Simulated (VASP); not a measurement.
Sr8Ti8O23 (a cell with a defect): single point with PBEsol

The system is Sr8Ti8O23 (a cell with a defect).

```
Sr Ti O
1.0
     7.78282    0.00000    0.00000
     0.00000    7.78282    0.00000
     0.00000    0.00000    7.78282
Sr Ti O
8 8 23
Direct
  0.99143 0.99029 0.99924
  0.99196 0.99097 0.49760
  0.99184 0.50787 0.99948
  0.99183 0.50825 0.49979
  0.50865 0.99115 0.99967
  0.50913 0.99092 0.49983
  0.50948 0.50856 0.00026
  0.50901 0.50790 0.50183
  0.24972 0.24851 0.23377
  0.25147 0.25044 0.76632
  0.25017 0.74694 0.25338
  0.25024 0.75200 0.74554
  0.74810 0.24934 0.25330
  0.75295 0.24923 0.74547
  0.74983 0.74897 0.24930
  0.75061 0.74958 0.75017
  0.25101 0.24936 0.00008
  0.25090 0.74953 0.00019
  0.25046 0.74947 0.50006
  0.75047 0.24980 0.00028
  0.75078 0.24996 0.50013
  0.75050 0.74988 0.00012
  0.75075 0.74974 0.50015
  0.00901 0.25169 0.27019
  0.00595 0.24791 0.73246
  0.00170 0.75062 0.24825
  0.00050 0.74887 0.75232
  0.49539 0.25156 0.26807
  0.49223 0.24757 0.72960
  0.50076 0.75047 0.24822
  0.49957 0.74894 0.75164
  0.25275 0.00795 0.27050
  0.24848 0.00490 0.73208
  0.25236 0.49434 0.26792
  0.24865 0.49128 0.73022
  0.75148 0.00071 0.24845
  0.74992 0.99987 0.75232
  0.75160 0.49979 0.24819
  0.74945 0.49884 0.75187
```

```yaml
Program: VASP 6.6.1
Task: single point
Functional: PBEsol
Potentials_or_basis: VASP PAW PBE potentials, release 64 (Sr_sv, Ti_sv, O)
Cutoff: 520 eV
k_mesh: 1 × 1 × 1, shifted
Occupations: fermi-dirac, width 0.05 eV
Spin: no spin polarisation
Dipole_correction: no
Charge: 2
Further_INCAR_settings: LREAL = Auto; ALGO = Normal; EDIFF = 1e-07; NBANDS = 182; ISYM = 0; NELECT = 312.0
```

```json
{
  "Largest force": "0.070 eV/Å"
}
```

Forces in eV/Å, atoms in the order of the input:
```
Sr   0.021  0.030 -0.003
Sr   0.008  0.007  0.042
Sr   0.013 -0.009  0.011
Sr   0.008 -0.015 -0.004
Sr   0.006 -0.003  0.005
Sr  -0.008  0.001 -0.004
Sr  -0.027 -0.025  0.002
Sr  -0.004  0.001 -0.038
Ti   0.014  0.050  0.037
Ti  -0.046 -0.029 -0.037
Ti   0.040  0.048 -0.025
Ti  -0.004 -0.054  0.022
Ti   0.052  0.021 -0.024
Ti  -0.047 -0.020  0.029
Ti   0.008  0.024  0.021
Ti  -0.015  0.021 -0.001
O   -0.003 -0.002 -0.004
O   -0.009  0.007 -0.004
O   -0.002 -0.001  0.006
O   -0.001  0.004 -0.007
O   -0.002 -0.009 -0.001
O   -0.001 -0.009 -0.010
O   -0.001  0.002 -0.005
O   -0.056 -0.033 -0.025
O    0.011  0.025 -0.011
O   -0.007 -0.002 -0.011
O   -0.010 -0.013 -0.001
O   -0.020 -0.016  0.014
O    0.051  0.021  0.028
O    0.008  0.000  0.000
O    0.003  0.003  0.009
O   -0.025 -0.055 -0.027
O    0.026  0.022 -0.005
O   -0.011 -0.022  0.010
O    0.025  0.056  0.019
O    0.002 -0.003 -0.006
O   -0.008 -0.030 -0.007
O    0.002  0.013 -0.008
O    0.009 -0.009  0.013
```

Levels at points of the mesh, in eV from the Fermi level:
```csv
k point,band 152,band 153,band 154,band 155,band 156,band 157,band 158,band 159,band 160,band 161
"(0.25, 0.25, 0.25)",-1.73,-1.46,-1.45,-1.34,-1.29,1.25,1.33,1.35,1.43,1.45
```

Run time: 8.9 min on 1 thread of Intel(R) Xeon(R) 6975P-C (Granite Rapids) (shared host), peak memory 0.61 GiB.

Caveat: the k points lie up to 0.81 Å⁻¹ apart; the cell carries a net charge on a neutralising background, which shifts energy and pressure; the cell is charged against a uniform background, so pressure and absolute levels hang on convention; the PAW data sets were made with another functional, which shifts forces and pressure a little.
